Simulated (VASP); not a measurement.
# GaP (F-43m) in VASP: further runs, part 2 of 2

VASP 6.6.1. Earlier steps stand in the parts before.

## 3. Single point, LDA (volume scaled by 0.94)

File INCAR:

```
  ALGO = Normal
  EDIFF = 1E-7
  ENCUT = 520
  ISIF = 2
  ISMEAR = -1
  LASPH = T
  LCHARG = F
  LREAL = F
  LWAVE = F
  NBANDS = 16
  NELM = 100
  PREC = Accurate
  SIGMA = 0.05
```

File KPOINTS:

```
k-points
0
Gamma
  10 10 10
```

File POSCAR:

```
GaP
1.0
    0.0000000000      2.6696170428      2.6696170428
    2.6696170428      0.0000000000      2.6696170428
    2.6696170428      2.6696170428      0.0000000000
Ga P
1 1
Direct
    0.0000000000      0.0000000000      0.0000000000
    0.7500000000      0.7500000000      0.7500000000
```

Potentials or basis: VASP PAW LDA potentials, release 64 (Ga_d, P).

Started as:

```console
$ cat potpaw_LDA.64/Ga_d/POTCAR potpaw_LDA.64/P/POTCAR > POTCAR
$ mpirun -np 1 vasp_std > vasp.out
```

OUTCAR:

```text
EDIFF = 1E-7
   ENCUT = 520
   ISIF = 2
   ISMEAR = -1
   LASPH = T
   LREAL = F
   NELM = 100
   PREC = Accurate

 ion  position               nearest neighbor table
   1  0.000  0.000  0.000-   2 2.31   2 2.31   2 2.31   2 2.31
   2  0.750  0.750  0.750-   1 2.31   1 2.31   1 2.31   1 2.31

  LATTYP: Found a face centered cubic cell.
 ALAT       =     5.3392340856

  Lattice vectors:

 A1 = (   0.0000000000,   2.6696170428,   2.6696170428)
 A2 = (   2.6696170428,   0.0000000000,   2.6696170428)
 A3 = (   2.6696170428,   2.6696170428,   0.0000000000)

Analysis of symmetry for initial positions (statically):
=====================================================================
 Subroutine PRICEL returns:
 Original cell was already a primitive cell.

 Routine SETGRP: Setting up the symmetry group for a
 face centered cubic supercell.

 Subroutine GETGRP returns: Found 24 space group operations
 (whereof 24 operations were pure point group operations)
 out of a pool of 48 trial point group operations.

The static configuration has the point symmetry T_d .

Analysis of symmetry for dynamics (positions and initial velocities):
=====================================================================
 Subroutine PRICEL returns:
 Original cell was already a primitive cell.

 Routine SETGRP: Setting up the symmetry group for a
 face centered cubic supercell.

 Subroutine GETGRP returns: Found 24 space group operations
 (whereof 24 operations were pure point group operations)
 out of a pool of 48 trial point group operations.

The dynamic configuration has the point symmetry T_d .

 Subroutine INISYM returns: Found 24 space group operations
 (whereof 24 operations are pure point group operations),
 and found     1 'primitive' translations

----------------------------------------------------------------------------------------

                                     Primitive cell

  volume of cell :      38.0519

[... 106 lines left out ...]
   IMIX   =      4    mixing-type and parameters
     AMIX     =   0.40;   BMIX     =  1.00
     AMIX_MAG =   1.60;   BMIX_MAG =  1.00
  volume/ion in A,a.u.               =      19.03       128.39
  Fermi-wavevector in a.u.,A,eV,Ry     =   1.275577  2.410491 22.137997  1.627097
  Thomas-Fermi vector in A             =   2.408281
   LORBIT       =      0    0 simple, 1 ext, 2 COOP (PROOUT), +10 PAW based schemes
   GGA     = CA    functional components
   LHFCALC =     F    Hartree Fock is set to
   AEXX    =    0.0000 exact exchange contribution
   IVDW    =     0    specifies the selected vdW correction
   LEPSILON=     F    determine dielectric tensor
   LRPA    =     F    only Hartree local field effects (RPA)
 non-spin polarized calculation
  energy-cutoff  :      520.00
  volume of cell :       38.05
 maximum number of plane-waves:      1034
   NGX = 13   NGY = 13   NGZ = 13

 number of electron      17.9999984 magnetization

 Free energy of the ion-electron system (eV)
  ---------------------------------------------------
  ext. energy  EPLUGINS =         0.00000000
  ---------------------------------------------------
  free energy    TOTEN  =       -10.44255010 eV

  energy without entropy =      -10.44255007  energy(sigma->0) =      -10.44255009

 E-fermi :   5.8181     XC(G=0): -10.4428

 val. band max:        5.1633099056   @ k =   0.0000   0.0000   0.0000
 cond. band min:       6.5118016475   @ k =   0.4000   0.4000   0.0000
 fundamental gap:      1.3484917419
 Fermi energy:         5.8181460487

 k-point     1 :       0.0000    0.0000    0.0000
  band No.  band energies     occupation
      1      -9.6628      2.00000
      2      -9.6628      2.00000
      3      -9.6628      2.00000
      4      -9.5446      2.00000
      5      -9.5446      2.00000
      6      -7.8286      2.00000
[... 433 lines left out ...]
      3      -9.6027      2.00000
      4      -9.5761      2.00000
      5      -9.5246      2.00000
      6      -5.6708      2.00000
[... 8 lines left out ...]
     15      17.1202      0.00000
     16      19.2298      0.00000

 [... further k-points ...]

------------------------ aborting loop because EDIFF is reached ----------------------------------------

  FORCE on cell =-STRESS in cart. coord.  units (eV):
  Direction    XX          YY          ZZ          XY          YZ          ZX
  --------------------------------------------------------------------------------------
  -------------------------------------------------------------------------------------
  Total        0.6949609      0.6949609      0.6949609      0.0000000     -0.0000000     -0.0000000
  in kB       29.2613287     29.2613287     29.2613287      0.0000000     -0.0000000     -0.0000000
  external PRESSURE =      29.2613287 kB  Pullay stress =       0.0000000 kB

 VOLUME and BASIS-vectors are now :
 -----------------------------------------------------------------------------
  energy-cutoff  :      520.00
  volume of cell :       38.05
      direct lattice vectors                 reciprocal lattice vectors
     0.000000000  2.669617043  2.669617043    -0.187292781  0.187292781  0.187292781
     2.669617043  0.000000000  2.669617043     0.187292781 -0.187292781  0.187292781
     2.669617043  2.669617043  0.000000000     0.187292781  0.187292781 -0.187292781

 POSITION                                       TOTAL-FORCE (eV/Angst)
 -----------------------------------------------------------------------------------
      0.00000      0.00000      0.00000         0.000000      0.000000      0.000000
      4.00443      4.00443      4.00443        -0.000000     -0.000000     -0.000000
 -----------------------------------------------------------------------------------
    total drift:                               -0.000001     -0.000001     -0.000000

  FREE ENERGIE OF THE ION-ELECTRON SYSTEM (eV)
  ---------------------------------------------------
  free  energy   TOTEN  =       -10.4425500974 eV

  energy  without entropy=      -10.4425500739  energy(sigma->0) =      -10.44255009
```

OSZICAR:

```text
N       E                     dE             d eps       ncg     rms          rms(c)
DAV:   1     0.780754813494E+02    0.78075E+02   -0.90971E+03  1616   0.166E+03
DAV:   2    -0.482801793046E+01   -0.82903E+02   -0.79206E+02  1792   0.310E+02
DAV:   3    -0.106982033866E+02   -0.58702E+01   -0.58541E+01  1880   0.644E+01
DAV:   4    -0.107887229170E+02   -0.90520E-01   -0.90494E-01  1928   0.845E+00
DAV:   5    -0.107903539196E+02   -0.16310E-02   -0.16310E-02  1896   0.993E-01    0.465E+00
DAV:   6    -0.105012885668E+02    0.28907E+00   -0.37077E-01  2376   0.111E+01    0.302E+00
DAV:   7    -0.104472150221E+02    0.54074E-01   -0.96154E-02  2080   0.223E+00    0.111E+00
DAV:   8    -0.104426001267E+02    0.46149E-02   -0.12148E-02  1760   0.123E+00    0.235E-01
DAV:   9    -0.104425498458E+02    0.50281E-04   -0.10603E-03  2280   0.409E-01    0.639E-02
DAV:  10    -0.104425444481E+02    0.53977E-05   -0.55343E-05  2296   0.946E-02    0.257E-02
DAV:  11    -0.104425503936E+02   -0.59455E-05   -0.98451E-06  1920   0.445E-02    0.904E-03
DAV:  12    -0.104425501373E+02    0.25628E-06   -0.54205E-07  1856   0.782E-03    0.617E-03
DAV:  13    -0.104425500974E+02    0.39910E-07   -0.24238E-07  1864   0.474E-03
   1 F= -.10442550E+02 E0= -.10442550E+02  d E =-.235300E-07
```

Wall time 17 s (1 thread of Intel Xeon Platinum 8488C (Sapphire Rapids), shared host); peak memory 0.15 GiB.

Results:

| Property | Result |
| --- | --- |
| Free energy | -10.4426 eV |
| Pressure | 2.9 GPa |
| Band gap on the k mesh | 1.35 eV, indirect (least direct gap 2.16 eV) |

 A k mesh can miss the band edges.

## 4. Single point, LDA (volume scaled by 0.96)

File INCAR:

```
SYSTEM = GaP
  PREC = Accurate
  ENCUT = 520
  EDIFF = 1E-6
  ISMEAR = -1
  SIGMA = 0.05
  LREAL = .False.
  LASPH = .True.
  NELM = 100
  ALGO = Normal
  ISIF = 2
  LWAVE = .False.
  LCHARG = .True.
  GGA = CA
  LELF = .True.
  LVHAR = .True.
  NBANDS = 16
```

File KPOINTS:

```
Automatic mesh
0
Gamma
  10 10 10
  0 0 0
```

File POSCAR:

```
GaP
1.0
    0.0000000000      2.6884177822      2.6884177822
    2.6884177822      0.0000000000      2.6884177822
    2.6884177822      2.6884177822      0.0000000000
Ga P
1 1
Direct
    0.0000000000      0.0000000000      0.0000000000
    0.7500000000      0.7500000000      0.7500000000
```

Started as:

```console
$ cat potpaw_LDA.64/Ga_d/POTCAR potpaw_LDA.64/P/POTCAR > POTCAR
$ mpirun -np 1 vasp_std > vasp.out
```

It took 19 s on 1 thread of Intel Xeon Platinum 8488C (Sapphire Rapids), shared host; peak memory 0.15 GiB.

Results (log left out):

| Property | Result |
| --- | --- |
| Free energy | -10.4521 eV |
| Pressure | 0.8 GPa |
| Band gap on the k mesh | 1.39 eV, indirect (least direct gap 1.98 eV) |

Levels at points of the mesh, in eV from the valence-band top:
| k point | band 5 | band 6 | band 7 | band 8 | band 9 | band 10 | band 11 | band 12 | band 13 | band 14 |
| --- | --- | --- | --- | --- | --- | --- | --- | --- | --- | --- |
| (0.00, 0.00, 0.00) | -14.67 | -12.82 | 0.00 | 0.00 | 0.00 | 1.98 | 3.78 | 3.78 | 3.78 | 8.68 |
| (0.50, 0.00, 0.00) | -14.66 | -10.60 | -6.95 | -1.19 | -1.19 | 1.64 | 4.62 | 4.62 | 8.12 | 10.95 |
| (0.50, 0.50, 0.00) | -14.64 | -9.63 | -7.03 | -2.85 | -2.85 | 1.41 | 1.64 | 10.76 | 10.76 | 11.35 |

## 5. Single point, LDA (volume scaled by 0.98)

File INCAR:

```
SYSTEM = GaP
ALGO     = Normal         ! electronic algorithm
EDIFF    = 1E-6           ! SCF threshold, eV
ENCUT    = 520            ! plane-wave cutoff, eV
ISIF     = 2              ! what is computed and relaxed
ISMEAR   = -1             ! smearing method
LASPH    = .TRUE.         ! aspherical terms in the spheres
LCHARG   = .TRUE.         ! write CHGCAR
LELF     = .TRUE.         ! ELF
LREAL    = .FALSE.        ! projectors in reciprocal space
LVHAR    = .TRUE.       
LWAVE    = .FALSE.        ! write WAVECAR
NBANDS   = 16             ! bands
NELM     = 80             ! most SCF steps
PREC     = Accurate       ! precision mode
SIGMA    = 0.05           ! smearing width, eV
```

File KPOINTS:

```
k-points
0
G
  10 10 10
  0 0 0
```

File POSCAR:

```
GaP
1.0
    0.0000000000      2.7069591804      2.7069591804
    2.7069591804      0.0000000000      2.7069591804
    2.7069591804      2.7069591804      0.0000000000
Ga P
1 1
Direct
    0.0000000000      0.0000000000      0.0000000000
    0.7500000000      0.7500000000      0.7500000000
```

Started as:

```console
$ cat potpaw_LDA.64/Ga_d/POTCAR potpaw_LDA.64/P/POTCAR > POTCAR
$ mpirun -np 1 vasp_std > vasp.out
```

Run time: 21 s. Hardware: 1 thread of Intel Xeon Platinum 8488C (Sapphire Rapids), shared host; peak memory 0.15 GiB.

Results (log left out):

```
Free energy            : -10.4518 eV
Pressure               : -1.0 GPa
Band gap on the k mesh : 1.42 eV, indirect (least direct gap 1.81 eV)
```

Levels at points of the mesh, in eV from the valence-band top:
```
           k point  band 6  band 7  band 8  band 9  band 10  band 11  band 12  band 13
(0.00, 0.00, 0.00)  -12.66    0.00    0.00    0.00     1.81     3.79     3.79     3.79
(0.50, 0.00, 0.00)  -10.51   -6.82   -1.16   -1.16     1.58     4.63     4.63     8.09
(0.50, 0.50, 0.00)   -9.57   -6.93   -2.78   -2.78     1.46     1.66    10.61    10.61
```

 A k mesh can miss the band edges.

## 6. The runs side by side

```tsv
cell	gap on the mesh (eV)	pressure (GPa)
a = 3.776 Å, angles 60.0°, 2 atoms	1.35	2.8
a = 3.775 Å, angles 60.0°, 2 atoms	1.35	2.9
a = 3.802 Å, angles 60.0°, 2 atoms	1.39	0.8
a = 3.828 Å, angles 60.0°, 2 atoms	1.42	-1.0
```

Alike in all rows: task single point; level LDA; potentials or basis VASP PAW LDA potentials, release 64 (Ga_d, P); no spin polarisation; k mesh 10 × 10 × 10; cutoff (eV) 520; smearing fermi-dirac 0.05 eV.

Absolute energies hang on the potentials; compare differences alone.
